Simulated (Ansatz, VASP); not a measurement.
# HfN: VASP beside Ansatz

Contents of INCAR:

```
PREC = Accurate ; ENCUT = 520
EDIFF = 1E-7 ; ISMEAR = 0
SIGMA = 0.15 ; LREAL = False
LASPH = True ; NELM = 100
ALGO = Normal ; ISIF = 2
LWAVE = False ; LCHARG = False
GGA = PS ; NBANDS = 14
```

The input KPOINTS:

```
regular mesh
0
Gamma
  16 16 16
```

POSCAR

```
HfN
1.0
    0.0000000000      2.3320809000      2.3320809000
    2.3320809000      0.0000000000      2.3320809000
    2.3320809000      2.3320809000      0.0000000000
Hf N
1 1
Direct
    0.0000000000      0.0000000000      0.0000000000
    0.7500000000      0.7500000000      0.7500000000
```

Input for Ansatz:

```yaml
crystal:
  lattice:
    - [0.0, 2.3320809, 2.3320809]
    - [2.3320809, 0.0, 2.3320809]
    - [2.3320809, 2.3320809, 0.0]
  atoms:
    - { symbol: Hf, position: [0.0, 0.0, 0.0] }
    - { symbol: "N", position: [0.75, 0.75, 0.75] }
basis:
  ecutwfc: 420
kpoints:
  mp_grid: { grid: [16, 16, 16] }
hamiltonian:
  xc: pbesol
scf:
  occupations: { method: gaussian, width: 0.15 }
output:
  forces: true
  stress: true
  eigenvalues: true
```

Change from the starting cell: strain -0.050 along x and y, -0.050 along z, atoms carried along.

Alike in both runs: task single point; functional PBEsol; k mesh 16 × 16 × 16; occupations gaussian, width 0.15 eV; no spin polarisation.

|  | VASP | Ansatz |
| --- | --- | --- |
| version | VASP 6.6.1 | Ansatz 0.2.0 |
| potentials or method | VASP PAW PBE potentials, release 64 (Hf_pv, N), cutoff 520 eV | scalar-relativistic, plane waves, PAW |
| valence electrons in the cell | 15 | 31 |

VASP gave:

```
gap on the k mesh at the Fermi level (eV) : none
pressure (GPa)                            : 33.3
```

Q: Which values does Ansatz return?

A: gap on the k mesh at the Fermi level (eV): none; pressure (GPa): 33.5.

VASP's potentials were made for PBE, not for PBEsol. A gap of «none» marks a metal or a gap that the smearing closes. Both programs put the cell under a high pressure, so it lies far from rest at this level. With one functional, cell and mesh, what is left measures potentials, basis and numerics. VASP's potentials hold 15 valence electrons a cell and Ansatz's 31, so a difference there can come from the potentials and not from the codes.

Neither program's run includes spin-orbit coupling.
